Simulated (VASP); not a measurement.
A run of VASP 6.6.1 is set up as follows.

The input INCAR:

```
PREC = Accurate
ENCUT = 520
EDIFF = 1E-6
ISMEAR = -1
SIGMA = 0.05
LREAL = F
LASPH = T
NELM = 80
ALGO = Normal
ISIF = 2
LWAVE = F
LCHARG = F
GGA = CA
NBANDS = 25
```

The input KPOINTS:

```
regular mesh
0
Gamma
  9 9 9
```

Contents of POSCAR:

```
CO2
1.0
   -1.9747270000      1.9747270000      3.0140580000
    1.9747270000     -1.9747270000      3.0140580000
    1.9747270000      1.9747270000     -3.0140580000
O C
4 2
Direct
    0.8750000000      0.9597980000      0.5847980000
    0.3750000000      0.2902020000      0.4152020000
    0.0402020000      0.6250000000      0.9152020000
    0.7097980000      0.1250000000      0.0847980000
    0.0000000000      0.0000000000      0.0000000000
    0.7500000000      0.2500000000      0.5000000000
```

Potentials or basis: VASP PAW LDA potentials, release 64 (O, C).

Command:

```console
$ cat potpaw_LDA.64/O/POTCAR potpaw_LDA.64/C/POTCAR > POTCAR
$ mpirun -np 1 vasp_std > vasp.out
```

**Question.** What does it give for the pressure?

**Answer.** -11.8 GPa.

**Question.** What does it give for the band gap on the k mesh?

**Answer.** 7.40 eV (least direct gap 7.89 eV).

Forces in eV/Å, atoms in the order of the input:
```
O    0.420  0.000  0.000
O   -0.420  0.000  0.000
O    0.000 -0.420  0.000
O    0.000  0.420  0.000
C    0.000  0.000  0.000
C    0.000  0.000  0.000
```

Caveat: the cell stands under tension. A k mesh can miss the band edges.
